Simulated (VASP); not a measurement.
# NaCa18 in VASP: further runs

The runs below take NaCa18 through single point, with PBE+D3(BJ).

Program: VASP 6.6.1. These are calculated values, not measurements. Logs are shortened: lines on timing, memory, paths and dates and some standing lists are left out, and cuts for length are marked.

**1. The cell of the first run**

The cell holds a slab with vacuum, 19 atoms: a = 7.891 Å, b = 11.837 Å, c = 18.443 Å, α = 90.00°, β = 90.00°, γ = 60.00°.

**2. Single point, PBE+D3(BJ)**

Input file INCAR:

```
SYSTEM = NaCa18
PREC = Accurate ; ENCUT = 520
EDIFF = 1E-6 ; ISMEAR = 0
SIGMA = 0.15 ; LREAL = Auto
LASPH = .True. ; NELM = 100
ALGO = Normal ; ISIF = 2
LWAVE = .False. ; LCHARG = .False.
GGA = PE ; IVDW = 12
NBANDS = 108
```

Input file KPOINTS:

```
regular mesh
0
Gamma
  3 2 1
  0 0 0
```

Input file POSCAR:

```
NaCa18
1.0
    7.8913120000      0.0000000000      0.0000000000
    5.9184840000     10.2511150000      0.0000000000
    0.0000000000      0.0000000000     18.4432290000
Ca Na
18 1
Direct
    0.1666666504      0.1111111328      0.0542203862
    0.6666666504      0.1111111328      0.0542203862
    0.1666666748      0.4444444336      0.0542203862
    0.6666666748      0.4444444336      0.0542203862
    0.1666666260      0.7777778320      0.0542203862
    0.6666666260      0.7777778320      0.0542203862
   -0.1667370405      0.2196420584      0.2199587719
    0.3331226918      0.2219983875      0.2160976259
   -0.1657545868      0.5564616142      0.2180009260
    0.3377845210      0.5510926372      0.2199767188
   -0.1608065982      0.8878875127      0.2186845915
    0.3331024197      0.8890191945      0.2182053370
    0.0097899661      0.0026999014      0.3896128492
    0.5043250774     -0.0005877409      0.3781350326
    0.0029842495      0.3312102147      0.3800952642
    0.4982567795      0.3269896982      0.3894465009
    0.0038659395      0.6649565438      0.3835215623
    0.5023755701      0.6659774083      0.3830258790
    0.2655099627      0.1610515539      0.5436203172
```

Potentials or basis: VASP PAW PBE potentials, release 64 (Ca_sv, Na_pv).

The run is started by

```
> cat potpaw_PBE.64/Ca_sv/POTCAR potpaw_PBE.64/Na_pv/POTCAR > POTCAR
> mpirun -np 1 vasp_std > vasp.out
```

OUTCAR:

```text
SYSTEM = NaCa18
   PREC = Accurate
   ENCUT = 520
   EDIFF = 1E-6
   ISMEAR = 0
   LREAL = Auto
   LASPH = .True.
   NELM = 100
   ISIF = 2
   GGA = PE
   IVDW = 12
 IVDW          = 12

 ion  position               nearest neighbor table
   1  0.167  0.111  0.054-
   2  0.667  0.111  0.054-
   3  0.167  0.444  0.054-
   4  0.667  0.444  0.054-
   5  0.167  0.778  0.054-
   6  0.667  0.778  0.054-
[... 11 lines left out ...]
  18  0.502  0.666  0.383-
  19  0.266  0.161  0.544-

  LATTYP: Found a simple monoclinic cell.
 ALAT       =     7.8913120000
 B/A-ratio  =     2.3371562295
 C/A-ratio  =     1.3228756566
 COS(beta)  =    -0.1889822364

  Lattice vectors:

 A1 = (   7.8913120000,   0.0000000000,   0.0000000000)
 A2 = (   0.0000000000,   0.0000000000, -18.4432290000)
 A3 = (  -1.9728280000,  10.2511150000,   0.0000000000)

Analysis of symmetry for initial positions (statically):
=====================================================================
 Subroutine PRICEL returns:
 Original cell was already a primitive cell.

 Routine SETGRP: Setting up the symmetry group for a
 simple monoclinic supercell.

 Subroutine GETGRP returns: Found  1 space group operations
 (whereof  1 operations were pure point group operations)
 out of a pool of  4 trial point group operations.

The static configuration has the point symmetry C_1 .

Analysis of symmetry for dynamics (positions and initial velocities):
=====================================================================
 Subroutine PRICEL returns:
 Original cell was already a primitive cell.

 Routine SETGRP: Setting up the symmetry group for a
 simple monoclinic supercell.

 Subroutine GETGRP returns: Found  1 space group operations
 (whereof  1 operations were pure point group operations)
 out of a pool of  4 trial point group operations.

The dynamic configuration has the point symmetry C_1 .

 Subroutine INISYM returns: Found  1 space group operations
 (whereof  1 operations are pure point group operations),
 and found     1 'primitive' translations

----------------------------------------------------------------------------------------

                                     Primitive cell

  volume of cell :    1491.9603

  direct lattice vectors                    reciprocal lattice vectors
     7.891312000  0.000000000  0.000000000     0.126721640 -0.073162773  0.000000000
     5.918484000 10.251115000  0.000000000     0.000000000  0.097550364  0.000000000
     0.000000000  0.000000000 18.443229000     0.000000000  0.000000000  0.054220440

  length of vectors
     7.891312000 11.836968007 18.443229000     0.146325546  0.097550364  0.054220440

  position of ions in fractional coordinates (direct lattice)
     0.166666650  0.111111133  0.054220386
     0.666666650  0.111111133  0.054220386
     0.166666675  0.444444434  0.054220386
     0.666666675  0.444444434  0.054220386
     0.166666626  0.777777832  0.054220386
     0.666666626  0.777777832  0.054220386
[... 11 lines left out ...]
     0.502375570  0.665977408  0.383025879
     0.265509963  0.161051554  0.543620317

  ion indices of the primitive-cell ions
   primitive index   ion index
                 1           1
                 2           2
                 3           3
                 4           4
                 5           5
                 6           6
[... 11 lines left out ...]
                18          18
                19          19

----------------------------------------------------------------------------------------

 KPOINTS: regular mesh

Automatic generation of k-mesh.
 Grid dimensions read from file:
 generate k-points for:    3    2    1

 Generating k-lattice:

  Cartesian coordinates                     Fractional coordinates (reciprocal lattice)
     0.042240547 -0.024387591  0.000000000     0.333333333  0.000000000  0.000000000
     0.000000000  0.048775182  0.000000000     0.000000000  0.500000000  0.000000000
     0.000000000  0.000000000  0.054220440     0.000000000  0.000000000  1.000000000

  Length of vectors
     0.048775182  0.048775182  0.054220440

  Shift w.r.t. Gamma in fractional coordinates (k-lattice)
     0.000000000  0.000000000  0.000000000

 -----------------------------------------------------------------------------
|                                                                             |
|           W    W    AA    RRRRR   N    N  II  N    N   GGGG   !!!           |
|           W    W   A  A   R    R  NN   N  II  NN   N  G    G  !!!           |
|           W    W  A    A  R    R  N N  N  II  N N  N  G       !!!           |
|           W WW W  AAAAAA  RRRRR   N  N N  II  N  N N  G  GGG   !            |
|           WW  WW  A    A  R   R   N   NN  II  N   NN  G    G                |
|           W    W  A    A  R    R  N    N  II  N    N   GGGG   !!!           |
|                                                                             |
|     Your reciprocal lattice and k-lattice belong to different lattice       |
|     classes:                                                                |
|                                                                             |
|        The reciprocal lattice is simple monoclinic,                         |
|        whereas your k-lattice is hexagonal.                                 |
|                                                                             |
|     Results are often still useful ...                                      |
|                                                                             |
 -----------------------------------------------------------------------------

 Subroutine IBZKPT returns following result:
 ===========================================

 Found      4 irreducible k-points:

 Following reciprocal coordinates:
            Coordinates               Weight
  0.000000  0.000000  0.000000      1.000000
  0.333333  0.000000  0.000000      2.000000
  0.000000  0.500000  0.000000      1.000000
  0.333333  0.500000  0.000000      2.000000
   k-points           NKPTS =      4   k-points in BZ     NKDIM =      4   number of bands    NBANDS=    108
   number of dos      NEDOS =    301   number of ions     NIONS =     19
   total plane-waves  NPLWV = 756000
   dimension x,y,z NGX =    60 NGY =   90 NGZ =  140
   dimension x,y,z NGXF=   120 NGYF=  180 NGZF=  280
   ions per type =              18   1
   NGX,Y,Z   is equivalent  to a cutoff of  12.64, 12.64, 12.62 a.u.
   NGXF,Y,Z  is equivalent  to a cutoff of  25.28, 25.28, 25.24 a.u.
 SYSTEM =  NaCa18
   PREC   = accura    normal or accurate (medium, high low for compatibility)
   ISTART =      0    job   : 0-new  1-cont  2-samecut
   ICHARG =      2    charge: 1-file 2-atom 10-const
   ISPIN  =      1    spin polarized calculation?
   LNONCOLLINEAR =      F non collinear calculations
   LSORBIT =      F    spin-orbit coupling
   LASPH  =      T    aspherical Exc in radial PAW
   ENCUT  =  520.0 eV  38.22 Ry    6.18 a.u.  14.67 22.01 34.29*2*pi/ulx,y,z
   NELM   =    100;   NELMIN=  2; NELMDL= -5     # of ELM steps
   EDIFF  = 0.1E-05   stopping-criterion for ELM
   LREAL  =      T    real-space projection
   EDIFFG = 0.1E-04   stopping-criterion for IOM
   NSW    =      0    number of steps for IOM
[... 5 lines left out ...]
   TEBEG  =    0.0;   TEEND  =   0.0 temperature during run
   PSTRESS=    0.0 pullay stress
   NELECT =     187.0000    total number of electrons
   NUPDOWN=      -1.0000    fix difference up-down
   EMIN   =  10.00;   EMAX   =-10.00  energy-range for DOS
   EFERMI =   0.00;   METHOD = LEGACY
   ISMEAR =     0;   SIGMA  =   0.15  broadening in eV -4-tet -1-fermi 0-gaus
   EFERMI_NEDOS =   21; number of points for ismear=-14 and -15
   IALGO  =     38    algorithm
   IMIX   =      4    mixing-type and parameters
     AMIX     =   0.40;   BMIX     =  1.00
     AMIX_MAG =   1.60;   BMIX_MAG =  1.00
  volume/ion in A,a.u.               =      78.52       529.91
  Fermi-wavevector in a.u.,A,eV,Ry     =   0.819287  1.548229  9.132664  0.671232
  Thomas-Fermi vector in A             =   1.930065
   LORBIT       =      0    0 simple, 1 ext, 2 COOP (PROOUT), +10 PAW based schemes
   GGA     = PE    functional components
   LHFCALC =     F    Hartree Fock is set to
   AEXX    =    0.0000 exact exchange contribution
   IVDW    =    12    specifies the selected vdW correction
   LEPSILON=     F    determine dielectric tensor
   LRPA    =     F    only Hartree local field effects (RPA)
 non-spin polarized calculation
 Gauss-broadening in eV      SIGMA  =   0.15
  energy-cutoff  :      520.00
  volume of cell :     1491.96
 maximum number of plane-waves:     40201
 NGX is ok and might be reduce to    60
   NGX = 29   NGY = 45   NGZ = 69

 number of electron     187.0000000 magnetization

 Free energy of the ion-electron system (eV)
  ---------------------------------------------------
  ext. energy  EPLUGINS =         0.00000000
  ---------------------------------------------------
  free energy    TOTEN  =       -31.46149504 eV

  energy without entropy =      -31.14346104  energy(sigma->0) =      -31.30247804

 E-fermi :  -0.1341     XC(G=0):  -4.9456

 val. band max:       -0.1530898076   @ k =   0.3333   0.5000   0.0000
 cond. band min:      -0.1204295928   @ k =   0.0000   0.5000   0.0000
 fundamental gap:      0.0326602149
 Fermi energy:        -0.1340692031

 k-point     1 :       0.0000    0.0000    0.0000
  band No.  band energies     occupation
      1     -42.6228      2.00000
      2     -42.6178      2.00000
      3     -42.5870      2.00000
      4     -42.5779      2.00000
      5     -42.5772      2.00000
      6     -42.5705      2.00000
[... 97 lines left out ...]
    104       0.4482      0.00000
    105       0.4797      0.00000

 k-point     2 :       0.3333    0.0000    0.0000
  band No.  band energies     occupation
      1     -42.6222      2.00000
      2     -42.6184      2.00000
      3     -42.5870      2.00000
      4     -42.5773      2.00000
      5     -42.5771      2.00000
      6     -42.5704      2.00000
[... 97 lines left out ...]
    104       0.4702      0.00000
    105       0.4872      0.00000

 k-point     3 :       0.0000    0.5000    0.0000
  band No.  band energies     occupation
      1     -42.6228      2.00000
      2     -42.6178      2.00000
      3     -42.5870      2.00000
      4     -42.5777      2.00000
      5     -42.5771      2.00000
      6     -42.5704      2.00000
[... 97 lines left out ...]
    104       0.3802      0.00000
    105       0.4333      0.00000

 k-point     4 :       0.3333    0.5000    0.0000
  band No.  band energies     occupation
      1     -42.6222      2.00000
      2     -42.6184      2.00000
      3     -42.5870      2.00000
      4     -42.5774      2.00000
      5     -42.5771      2.00000
      6     -42.5704      2.00000
[... 97 lines left out ...]
    104       0.4628      0.00000
    105       0.4859      0.00000
 [bands above 105 left out]

------------------------ aborting loop because EDIFF is reached ----------------------------------------

 Edisp (eV)   -3.23275

 E8    (eV) :    -1.6804

  FORCE on cell =-STRESS in cart. coord.  units (eV):
  Direction    XX          YY          ZZ          XY          YZ          ZX
  --------------------------------------------------------------------------------------
  -------------------------------------------------------------------------------------
  Total      -4.37108    -4.05216    -0.02228    -0.36515     0.14503    -0.05682
  in kB      -4.69399    -4.35151    -0.02392    -0.39212     0.15574    -0.06102
  external pressure =       -3.02 kB  Pullay stress =        0.00 kB

 VOLUME and BASIS-vectors are now :
 -----------------------------------------------------------------------------
  energy-cutoff  :      520.00
  volume of cell :     1491.96
      direct lattice vectors                 reciprocal lattice vectors
     7.891312000  0.000000000  0.000000000     0.126721640 -0.073162773  0.000000000
     5.918484000 10.251115000  0.000000000     0.000000000  0.097550364  0.000000000
     0.000000000  0.000000000 18.443229000     0.000000000  0.000000000  0.054220440

 POSITION                                       TOTAL-FORCE (eV/Angst)
 -----------------------------------------------------------------------------------
      1.97283      1.13901      1.00000        -0.012097     -0.000032     -0.049951
      5.91848      1.13901      1.00000        -0.000627     -0.010418     -0.022994
      3.94566      4.55605      1.00000         0.000827      0.000768     -0.031370
      7.89131      4.55605      1.00000         0.009421     -0.028305      0.040845
      5.91848      7.97309      1.00000         0.008932     -0.014649      0.033752
      9.86414      7.97309      1.00000         0.003281      0.033038      0.009428
[... 11 lines left out ...]
      7.90598      6.82701      7.06423        -0.000555     -0.000075      0.004486
      3.04840      1.65096     10.02611         0.002467      0.013725      0.000619
 -----------------------------------------------------------------------------------
    total drift:                                0.001199      0.000121      0.003426

  FREE ENERGIE OF THE ION-ELECTRON SYSTEM (eV)
  ---------------------------------------------------
  free  energy   TOTEN  =       -34.6942432914 eV

  energy  without entropy=      -34.3762092920  energy(sigma->0) =      -34.53522629
```

It took 55 min on 1 thread of Intel Xeon 8259CL, shared host; peak memory 1.5 GiB.

Results:

```
Free energy                : -34.6942 eV
Largest force              : 0.051 eV/Å
Band gap on the k mesh     : zero (an odd number of electrons rules out a gap without spin polarisation)
Dispersion energy per atom : -0.170 eV
```

Forces in eV/Å, atoms in the order of the input:
```
Ca  -0.012  0.000 -0.050
Ca  -0.001 -0.010 -0.023
Ca   0.001  0.001 -0.031
Ca   0.009 -0.028  0.041
Ca   0.009 -0.015  0.034
Ca   0.003  0.033  0.009
Ca   0.001  0.000 -0.003
Ca   0.001  0.002 -0.004
Ca  -0.001  0.001 -0.001
Ca  -0.001  0.001  0.001
Ca  -0.001  0.001  0.002
Ca   0.001  0.000  0.000
Ca  -0.005  0.000  0.006
Ca  -0.001 -0.001  0.005
Ca  -0.001  0.002 -0.001
Ca  -0.003  0.001  0.004
Ca  -0.002 -0.001  0.006
Ca  -0.001  0.000  0.004
Na   0.002  0.014  0.001
```

(Continued in part 2 of 2.)
